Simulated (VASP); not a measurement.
AlN (rocksalt type): relaxation of cell and atoms with PBE

The system is AlN (rocksalt type).

```
Al N
1.0
     0.00000    1.80676    1.80676
     1.80676    0.00000    1.80676
     1.80676    1.80676    0.00000
Al N
1 1
Direct
  0.00000 0.00000 0.00000
  0.50000 0.50000 0.50000
```

```yaml
Program: VASP 6.6.1
Task: relaxation of cell and atoms
Functional: PBE
Potentials_or_basis: VASP PAW PBE potentials, release 64 (Al, N)
Cutoff: 600 eV
k_mesh: 17 × 17 × 17
Occupations: fermi-dirac, width 0.08 eV
Spin: no spin polarisation
Target_pressure: 180 GPa
Dipole_correction: no
Further_INCAR_settings: ALGO = Normal; EDIFF = 1e-07; IBRION = 2; EDIFFG = -0.005; NSW = 32; ISIF = 3
```

* Relaxed volume: 5.90 Å³/atom
* Relaxed cell: a = 2.556 Å, b = 2.556 Å, c = 2.556 Å, α = 60.00°, β = 60.00°, γ = 60.00°
* Space group after relaxing (to 0.05 Å): Fm-3m (No. 225)
* Energy change on relaxing (the enthalpy is what falls): -7.3 meV/atom
* Ionic steps: 3
* Pressure after relaxing: 180.0 GPa
* Band gap on the k mesh: 4.49 eV, indirect (least direct gap 8.23 eV)

The path:
| step | energy change (eV) | largest force (eV/Å) | pressure (GPa) | volume (Å³) |
| --- | --- | --- | --- | --- |
| 1 | 0.0000 | 0.0000 | 180.95 | 11.80 |
| 2 | -0.0669 | 0.0000 | 176.63 | 11.86 |
| 3 | -0.0145 | 0.0000 | 180.02 | 11.81 |

Final structure:
```
Al N
1.0
     0.00000    1.80742    1.80742
     1.80742    0.00000    1.80742
     1.80742    1.80742    0.00000
Al N
1 1
Direct
  0.00000 0.00000 0.00000
  0.50000 0.50000 0.50000
```

Levels at points of the mesh, in eV from the valence-band top:
```
           k point  band 1  band 2  band 3  band 4  band 5  band 6  band 7  band 8
(0.00, 0.00, 0.00)  -21.01    0.00    0.00    0.00   11.42   13.16   13.16   13.16
```

Run time: 23 s on 1 thread of Intel(R) Xeon(R) 6975P-C (Granite Rapids) (shared host), peak memory 0.13 GiB.

Caveat: the cell is relaxed towards a set pressure, so the enthalpy falls and the energy may rise. A k mesh can miss the band edges.
